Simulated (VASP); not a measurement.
A run of VASP 6.6.1 is set up as follows.

The input INCAR:

```
PREC = Accurate ; ENCUT = 600
EDIFF = 1E-7 ; ISMEAR = -1
SIGMA = 0.05 ; LREAL = False
LASPH = True ; NELM = 80
ALGO = Normal ; ISIF = 3
LWAVE = False ; LCHARG = False
GGA = PS ; IVDW = 12
IBRION = 2 ; NSW = 60
EDIFFG = -0.01
```

KPOINTS

```
Automatic mesh
0
Gamma
  10 10 10
```

The input POSCAR:

```
AlN
1.0
    0.0000000000      2.1839935596      2.1839935596
    2.1839935596      0.0000000000      2.1839935596
    2.1839935596      2.1839935596      0.0000000000
Al N
1 1
Direct
    0.0000000000      0.0000000000      0.0000000000
    0.2500000000      0.2500000000      0.2500000000
```

Potentials or basis: VASP PAW PBE potentials, release 64 (Al, N).

The run is started by

```console
$ cat potpaw_PBE.64/Al/POTCAR potpaw_PBE.64/N/POTCAR > POTCAR
$ mpirun -np 1 vasp_std > vasp.out
```

Problem. Predict the dispersion energy per atom.

Solution. -0.229 eV.

Problem. What does it give for the relaxed cell?

Solution. a = 3.077 Å, b = 3.077 Å, c = 3.077 Å, α = 60.00°, β = 60.00°, γ = 60.00°.

Problem. What does it give for the relaxed volume?

Solution. 10.30 Å³/atom.

Final structure:
```
CELL_PARAMETERS angstrom
0.00000 2.17569 2.17569
2.17569 0.00000 2.17569
2.17569 2.17569 0.00000
ATOMIC_POSITIONS crystal
Al 0.00000 0.00000 0.00000
N 0.25000 0.25000 0.25000
```

Caveat: the PAW data sets were made with another functional, which shifts forces and pressure a little.
